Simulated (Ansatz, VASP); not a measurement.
## Co in VASP and in Ansatz

```
CELL_PARAMETERS angstrom
2.47200 0.00000 0.00000
-1.23600 2.14081 0.00000
0.00000 0.00000 4.02114
ATOMIC_POSITIONS crystal
Co 0.66667 0.33333 0.75000
Co 0.33333 0.66667 0.25000
```

Alike in both runs: task single point; functional PBE; k mesh 10 × 10 × 6; occupations fermi-dirac, width 0.05 eV; collinear spin; fixed moment 2 μB.

```csv
,VASP,Ansatz
version,VASP 6.6.1,Ansatz 0.2.0
potentials or method,"VASP PAW PBE potentials, release 64 (Co)",Ansatz PAW
plane-wave cutoff (eV),520,420
valence electrons in the cell,18,34
```

VASP gave:

```
pressure (GPa)                                                : -3.3
traceless stress, the component that is largest in VASP (GPa) : -2.13
net moment per atom (μB)                                      : 1.00
size of the moment on the site where the two differ most (μB) : 1.02
```

Task: Which values does Ansatz return?

Result: Pressure (GPa): -2.6; traceless stress, the component that is largest in VASP (GPa): -2.13; net moment per atom (μB): 1.00; size of the moment on the site where the two differ most (μB): 1.06.

Site moments also hang on the region over which each program counts them. VASP's potentials hold 18 valence electrons a cell and Ansatz's 34, so a difference there can come from the potentials and not from the codes.
